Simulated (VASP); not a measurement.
Runs of VASP 6.6.1 on HgTe. The structure is that of space group I-4m2 (No. 119), or close to it. The cells are those of the table. 

```tsv
cell	gap on the mesh (eV)	pressure (GPa)
a = 4.559, b = 4.559, c = 4.627 Å, angles 59.5, 59.5, 61.0°, 2 atoms	0.09	3.3
a = 4.561, b = 4.561, c = 4.695 Å, angles 59.0, 59.0, 62.0°, 2 atoms	0.12	(a)
a = 4.628, b = 4.628, c = 4.695 Å, angles 59.5, 59.5, 61.0°, 2 atoms	(b)	1.3
a = 4.594, b = 4.594, c = 4.695 Å, angles 59.3, 59.3, 61.5°, 2 atoms	0.10	(c)
```

Alike in all rows: task single point; level PBE; potentials or basis VASP PAW PBE potentials, release 64 (Hg, Te); no spin polarisation; k mesh 14 × 14 × 14; cutoff (eV) 520; smearing gaussian 0.15 eV.

Estimate the missing entries.

(a) 2.6; (b) 0.08; (c) 1.9.

Caveats: the smearing spreads over this small gap; spin-orbit coupling is left out, which moves the levels of the heavy elements; the cell stands under pressure (at least some runs).

A k mesh can miss the band edges, and the runs leave out spin-orbit coupling on Hg, Te.
